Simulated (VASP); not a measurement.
# Zn4SO3 (P-43m) in VASP: further runs, part 2 of 2

VASP 6.6.1. The steps go on from the part before.

## Step 3: Relaxation of cell and atoms, PBE

INCAR reads:

```
PREC     = Accurate       # precision mode
ENCUT    = 600            # plane-wave cutoff, eV
EDIFF    = 1E-7           # SCF threshold, eV
ISMEAR   = 0              # smearing method
SIGMA    = 0.02           # smearing width, eV
LREAL    = F              # projectors in reciprocal space
LASPH    = T              # aspherical terms in the spheres
NELM     = 100            # most SCF steps
ALGO     = Normal         # electronic algorithm
ISIF     = 3              # what is computed and relaxed
LWAVE    = F              # write WAVECAR
LCHARG   = F              # write CHGCAR
GGA      = PE             # functional
IBRION   = 2              # ionic algorithm
NSW      = 100            # ionic steps
EDIFFG   = -0.01          # ionic threshold
```

KPOINTS reads:

```
Automatic mesh
0
Gamma
  8 8 8
```

POSCAR reads:

```
Zn4SO3
1.0
    4.8207754706      0.0000000000      0.0000000000
    0.0000000000      4.8207754706      0.0000000000
    0.0000000000      0.0000000000      4.8207754706
Zn S O
4 1 3
Direct
    0.7706067502      0.7706067502      0.7706067502
    0.7706067502      0.2293932498      0.2293932498
    0.2293932498      0.7706067502      0.2293932498
    0.2293932498      0.2293932498      0.7706067502
    0.5000000000      0.5000000000      0.5000000000
    0.0000000000      0.0000000000      0.5000000000
    0.0000000000      0.5000000000      0.0000000000
    0.5000000000      0.0000000000      0.0000000000
```

Potentials or basis: VASP PAW PBE potentials, release 64 (Zn, S, O).

Command:

```sh
> cat potpaw_PBE.64/Zn/POTCAR potpaw_PBE.64/S/POTCAR potpaw_PBE.64/O/POTCAR > POTCAR
> mpirun -np 1 vasp_std > vasp.out
```

OUTCAR:

```text
PREC = Accurate
   ENCUT = 600
   EDIFF = 1E-7
   ISMEAR = 0
   LREAL = F
   LASPH = T
   NELM = 100
   ISIF = 3
   GGA = PE
   IBRION = 2
   NSW = 100
   EDIFFG = -0.01

 ion  position               nearest neighbor table
   1  0.771  0.771  0.771-   6 2.04   7 2.04   8 2.04   5 2.26
   2  0.771  0.229  0.229-   6 2.04   7 2.04   8 2.04   5 2.26
   3  0.229  0.771  0.229-   6 2.04   7 2.04   8 2.04   5 2.26
   4  0.229  0.229  0.771-   6 2.04   7 2.04   8 2.04   5 2.26
   5  0.500  0.500  0.500-   1 2.26   2 2.26   3 2.26   4 2.26
   6  0.000  0.000  0.500-   1 2.04   2 2.04   3 2.04   4 2.04
   7  0.000  0.500  0.000-   1 2.04   2 2.04   3 2.04   4 2.04
   8  0.500  0.000  0.000-   1 2.04   2 2.04   3 2.04   4 2.04

  LATTYP: Found a simple cubic cell.
 ALAT       =     4.8207754706

  Lattice vectors:

 A1 = (   4.8207754706,   0.0000000000,   0.0000000000)
 A2 = (   0.0000000000,   4.8207754706,   0.0000000000)
 A3 = (   0.0000000000,   0.0000000000,   4.8207754706)

Analysis of symmetry for initial positions (statically):
=====================================================================
 Subroutine PRICEL returns:
 Original cell was already a primitive cell.

 Routine SETGRP: Setting up the symmetry group for a
 simple cubic supercell.

 Subroutine GETGRP returns: Found 24 space group operations
 (whereof 24 operations were pure point group operations)
 out of a pool of 48 trial point group operations.

The static configuration has the point symmetry T_d .

Analysis of symmetry for dynamics (positions and initial velocities):
=====================================================================
 Subroutine PRICEL returns:
 Original cell was already a primitive cell.

 Routine SETGRP: Setting up the symmetry group for a
 simple cubic supercell.

 Subroutine GETGRP returns: Found 24 space group operations
 (whereof 24 operations were pure point group operations)
 out of a pool of 48 trial point group operations.

The dynamic configuration has the point symmetry T_d .

 Subroutine INISYM returns: Found 24 space group operations
 (whereof 24 operations are pure point group operations),
 and found     1 'primitive' translations

----------------------------------------------------------------------------------------

                                     Primitive cell

  volume of cell :     112.0342

  direct lattice vectors                    reciprocal lattice vectors
     4.820775471  0.000000000  0.000000000     0.207435506  0.000000000  0.000000000
     0.000000000  4.820775471  0.000000000     0.000000000  0.207435506  0.000000000
     0.000000000  0.000000000  4.820775471     0.000000000  0.000000000  0.207435506

  length of vectors
     4.820775471  4.820775471  4.820775471     0.207435506  0.207435506  0.207435506

  position of ions in fractional coordinates (direct lattice)
     0.770606750  0.770606750  0.770606750
     0.770606750  0.229393250  0.229393250
     0.229393250  0.770606750  0.229393250
     0.229393250  0.229393250  0.770606750
     0.500000000  0.500000000  0.500000000
     0.000000000  0.000000000  0.500000000
[... 41 lines left out ...]
            Coordinates               Weight
  0.000000  0.000000  0.000000      1.000000
  0.125000  0.000000  0.000000      6.000000
  0.250000  0.000000  0.000000      6.000000
  0.375000  0.000000  0.000000      6.000000
  0.500000  0.000000  0.000000      3.000000
  0.125000  0.125000  0.000000     12.000000
[... 16 lines left out ...]
  0.375000  0.375000  0.125000     24.000000
  0.500000  0.375000  0.125000     24.000000
 [... further k-points ...]
   k-points           NKPTS =     35   k-points in BZ     NKDIM =     35   number of bands    NBANDS=     43
   number of dos      NEDOS =    301   number of ions     NIONS =      8
   total plane-waves  NPLWV =  64000
   dimension x,y,z NGX =    40 NGY =   40 NGZ =   40
   dimension x,y,z NGXF=    80 NGYF=   80 NGZF=   80
   ions per type =               4   1   3
   NGX,Y,Z   is equivalent  to a cutoff of  13.79, 13.79, 13.79 a.u.
   NGXF,Y,Z  is equivalent  to a cutoff of  27.59, 27.59, 27.59 a.u.
 SYSTEM =  unknown system
   PREC   = accura    normal or accurate (medium, high low for compatibility)
   ISTART =      0    job   : 0-new  1-cont  2-samecut
   ICHARG =      2    charge: 1-file 2-atom 10-const
   ISPIN  =      1    spin polarized calculation?
   LNONCOLLINEAR =      F non collinear calculations
   LSORBIT =      F    spin-orbit coupling
   LASPH  =      T    aspherical Exc in radial PAW
   ENCUT  =  600.0 eV  44.10 Ry    6.64 a.u.   9.63  9.63  9.63*2*pi/ulx,y,z
   NELM   =    100;   NELMIN=  2; NELMDL= -5     # of ELM steps
   EDIFF  = 0.1E-06   stopping-criterion for ELM
   LREAL  =      F    real-space projection
   EDIFFG = -.1E-01   stopping-criterion for IOM
   NSW    =    100    number of steps for IOM
   IBRION =      2    ionic relax: 0-MD 1-quasi-New 2-CG
   NFREE  =      1    steps in history (QN), initial steepest desc. (CG)
   ISIF   =      3    stress and relaxation
   ISYM   =      2    0-nonsym 1-usesym 2-fastsym
   POTIM  = 0.5000    time-step for ionic-motion
   TEBEG  =    0.0;   TEEND  =   0.0 temperature during run
   PSTRESS=    0.0 pullay stress
   NELECT =      72.0000    total number of electrons
   NUPDOWN=      -1.0000    fix difference up-down
   EMIN   =  10.00;   EMAX   =-10.00  energy-range for DOS
   EFERMI =   0.00;   METHOD = LEGACY
   ISMEAR =     0;   SIGMA  =   0.02  broadening in eV -4-tet -1-fermi 0-gaus
   EFERMI_NEDOS =   21; number of points for ismear=-14 and -15
   IALGO  =     38    algorithm
   IMIX   =      4    mixing-type and parameters
     AMIX     =   0.40;   BMIX     =  1.00
     AMIX_MAG =   1.60;   BMIX_MAG =  1.00
  volume/ion in A,a.u.               =      14.00        94.51
  Fermi-wavevector in a.u.,A,eV,Ry     =   1.412761  2.669732 27.155789  1.995894
  Thomas-Fermi vector in A             =   2.534477
   LORBIT       =      0    0 simple, 1 ext, 2 COOP (PROOUT), +10 PAW based schemes
   GGA     = PE    functional components
   LHFCALC =     F    Hartree Fock is set to
   AEXX    =    0.0000 exact exchange contribution
   IVDW    =     0    specifies the selected vdW correction
   LEPSILON=     F    determine dielectric tensor
   LRPA    =     F    only Hartree local field effects (RPA)
 conjugate gradient relaxation of ions
 non-spin polarized calculation
 Gauss-broadening in eV      SIGMA  =   0.02
  energy-cutoff  :      600.00
  volume of cell :      112.03
 maximum number of plane-waves:      3783
 NGX is ok and might be reduce to    40
   NGX = 19   NGY = 19   NGZ = 19

--------------------------------------- Ionic step        1  -------------------------------------------

 number of electron      72.0000047 magnetization

 Free energy of the ion-electron system (eV)
  ---------------------------------------------------
  ext. energy  EPLUGINS =         0.00000000
  ---------------------------------------------------
  free energy    TOTEN  =       -33.01479745 eV

  energy without entropy =      -33.01479745  energy(sigma->0) =      -33.01479745

------------------------ aborting loop because EDIFF is reached ----------------------------------------

  FORCE on cell =-STRESS in cart. coord.  units (eV):
  Direction    XX          YY          ZZ          XY          YZ          ZX
  --------------------------------------------------------------------------------------
  -------------------------------------------------------------------------------------
  Total        0.3197780      0.3197780      0.3197780      0.0000000      0.0000000     -0.0000000
  in kB        4.5730760      4.5730760      4.5730760      0.0000000      0.0000000     -0.0000000
  external PRESSURE =       4.5730760 kB  Pullay stress =       0.0000000 kB
[... 155 lines left out ...]
--------------------------------------- Ionic step        5  -------------------------------------------

 number of electron      72.0000054 magnetization

 Free energy of the ion-electron system (eV)
  ---------------------------------------------------
  ext. energy  EPLUGINS =         0.00000000
  ---------------------------------------------------
  free energy    TOTEN  =       -33.01553915 eV

  energy without entropy =      -33.01553915  energy(sigma->0) =      -33.01553915

 E-fermi :   1.4995     XC(G=0): -10.4232

 val. band max:        1.3661075861   @ k =   0.0000   0.0000   0.0000
 cond. band min:       1.7897477241   @ k =   0.0000   0.0000   0.0000
 fundamental gap:      0.4236401380
 Fermi energy:         1.4994936657

 k-point     1 :       0.0000    0.0000    0.0000
  band No.  band energies     occupation
      1     -16.1372      2.00000
      2     -15.6022      2.00000
      3     -15.6022      2.00000
      4     -10.7288      2.00000
      5      -4.7608      2.00000
      6      -4.7608      2.00000
[... 1093 lines left out ...]
     42       8.8223      0.00000
     43       9.2754      0.00000

 [... further k-points ...]
[... 5 lines left out ...]
  --------------------------------------------------------------------------------------
  -------------------------------------------------------------------------------------
  Total       -0.0061002     -0.0061002     -0.0061002      0.0000000      0.0000000      0.0000000
  in kB       -0.0868675     -0.0868675     -0.0868675      0.0000000      0.0000000      0.0000000
  external PRESSURE =      -0.0868675 kB  Pullay stress =       0.0000000 kB
[... 23 lines left out ...]
  FREE ENERGIE OF THE ION-ELECTRON SYSTEM (eV)
  ---------------------------------------------------
  free  energy   TOTEN  =       -33.0155391544 eV

  energy  without entropy=      -33.0155391544  energy(sigma->0) =      -33.01553915

 reached required accuracy - stopping structural energy minimisation
```

It took 11 min on 1 thread of Intel Xeon Platinum 8259CL at 2.50GHz (Skylake/Cascade Lake), shared host; peak memory 0.35 GiB.

What came out:

- Free energy: -33.0155 eV
- Relaxed volume: 14.06 Å³/atom
- Relaxed cell: a = 4.828 Å, b = 4.828 Å, c = 4.828 Å, α = 90.00°, β = 90.00°, γ = 90.00°
- Space group after relaxing (to 0.05 Å): P-43m (No. 215)
- Energy gained by relaxing: 0.1 meV/atom
- Ionic steps: 5
- Pressure after relaxing: 0.0 GPa
- Largest force after relaxing: 0.006 eV/Å
- Band gap on the k mesh: 0.42 eV, direct

Forces in eV/Å, atoms in the order of the input:
```
Zn  -0.003 -0.003 -0.003
Zn  -0.003  0.003  0.003
Zn   0.003 -0.003  0.003
Zn   0.003  0.003 -0.003
S    0.000  0.000  0.000
O    0.000  0.000  0.000
O    0.000  0.000  0.000
O    0.000  0.000  0.000
```

Step by step:
```tsv
step	energy change (eV)	largest force (eV/Å)	pressure (GPa)	volume (Å³)
1	0.0000	0.0231	0.46	112.03
2	-0.0006	0.0151	-0.19	112.68
3	-0.0007	0.0174	-0.01	112.51
4	-0.0007	0.0172	-0.02	112.52
5	-0.0007	0.0055	-0.01	112.51
```

Final structure:
```cif
data_structure
_symmetry_space_group_name_H-M 'P 1'
_symmetry_Int_Tables_number 1
_cell_length_a 4.8276
_cell_length_b 4.8276
_cell_length_c 4.8276
_cell_angle_alpha 90.000
_cell_angle_beta 90.000
_cell_angle_gamma 90.000
_cell_volume 112.51
loop_
_atom_site_label
_atom_site_type_symbol
_atom_site_fract_x
_atom_site_fract_y
_atom_site_fract_z
_atom_site_occupancy
Zn1 Zn 0.77041 0.77041 0.77041 1
Zn2 Zn 0.77041 0.22959 0.22959 1
Zn3 Zn 0.22959 0.77041 0.22959 1
Zn4 Zn 0.22959 0.22959 0.77041 1
S1 S 0.50000 0.50000 0.50000 1
O1 O 0.00000 0.00000 0.50000 1
O2 O 0.00000 0.50000 0.00000 1
O3 O 0.50000 0.00000 0.00000 1
```

Levels at points of the mesh, in eV from the valence-band top:
```
           k point  band 34  band 35  band 36  band 37  band 38  band 39
(0.00, 0.00, 0.00)     0.00     0.00     0.00     0.42     4.50     4.50
(0.50, 0.00, 0.00)    -1.41    -0.70    -0.70     2.95     4.14     6.11
(0.50, 0.50, 0.00)    -1.04    -0.56    -0.56     3.99     5.72     5.72
(0.50, 0.50, 0.50)    -0.32    -0.32    -0.32     3.74     3.74     3.74
```
